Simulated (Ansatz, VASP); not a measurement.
# One calculation of SbW, two programs

INCAR

```
SYSTEM = SbW
  PREC = Accurate
  ENCUT = 520
  EDIFF = 1E-6
  ISMEAR = 0
  SIGMA = 0.05
  LREAL = .FALSE.
  LASPH = .TRUE.
  NELM = 60
  ALGO = Normal
  ISIF = 2
  LWAVE = .FALSE.
  LCHARG = .TRUE.
  GGA = PS
  LELF = .TRUE.
  LVHAR = .TRUE.
  NBANDS = 27
```

Contents of KPOINTS:

```
regular mesh
0
G
  10 10 6
  0 0 0
```

POSCAR

```
SbW
1.0
    4.3426356053      0.0000000000      0.0000000000
   -2.1713178026      3.7608327536      0.0000000000
    0.0000000000      0.0000000000      5.1676022327
W Sb
2 2
Direct
    0.0000000000      0.0000000000      0.0000000000
    0.0000000000      0.0000000000      0.5000000000
    0.3333333333      0.6666666667      0.2500000000
    0.6666666667      0.3333333333      0.7500000000
```

Input for Ansatz:

```yaml
crystal:
  lattice:
    - [4.3426356053, 0.0, 0.0]
    - [-2.1713178026, 3.7608327536, 0.0]
    - [0.0, 0.0, 5.1676022327]
  atoms:
    - { symbol: W, position: [0.0, 0.0, 0.0] }
    - { symbol: W, position: [0.0, 0.0, 0.5] }
    - { symbol: Sb, position: [0.3333333333, 0.6666666667, 0.25] }
    - { symbol: Sb, position: [0.6666666667, 0.3333333333, 0.75] }
basis:
  ecutwfc: 420
  ecutrho_ratio: 4
kpoints:
  mp_grid: { grid: [10, 10, 6] }
  band_path:
    path:
      - [[0.0, 0.0, 0.0], [0.5, 0.0, 0.0], [0.33333333, 0.33333333, 0.0], [0.0, 0.0, 0.0], [0.0, 0.0, 0.5], [0.5, 0.0, 0.5], [0.33333333, 0.33333333, 0.5], [0.0, 0.0, 0.5]]
      - [[0.5, 0.0, 0.5], [0.5, 0.0, 0.0]]
      - [[0.33333333, 0.33333333, 0.5], [0.33333333, 0.33333333, 0.0]]
    npoints: 14
hamiltonian:
  xc: pbesol
scf:
  occupations: { method: gaussian, width: 0.05 }
  n_extra_bands: 17
output:
  forces: true
  stress: true
  eigenvalues: true
  populations: true
  dos: { projected: true, de: 0.02, nscf_kmesh: { grid: [15, 15, 9] } }
  bader: false
```

Alike in both runs: task single point; functional PBEsol; k mesh 10 × 10 × 6; occupations gaussian, width 0.05 eV; no spin polarisation.

|  | VASP | Ansatz |
| --- | --- | --- |
| version | VASP 6.6.1 | Ansatz 0.2.0 |
| potentials or method | VASP PAW PBE potentials, release 64 (W_sv, Sb), cutoff 520 eV | scalar-relativistic, plane waves, PAW |
| valence electrons in the cell | 38 | 58 |

Ansatz gave:

```
gap on the k mesh at the Fermi level (eV)                     : none
pressure (GPa)                                                : 0.0
traceless stress, the component that is largest in VASP (GPa) : -0.02
```

Problem. Which values does VASP return?

Solution. gap on the k mesh at the Fermi level (eV): none; pressure (GPa): 0.3; traceless stress, the component that is largest in VASP (GPa): 0.16.

VASP's potentials were made for PBE, not for PBEsol. A gap of «none» marks a metal or a gap that the smearing closes. VASP's potentials hold 38 valence electrons a cell and Ansatz's 58, so a difference there can come from the potentials and not from the codes.

Neither program's run includes spin-orbit coupling.
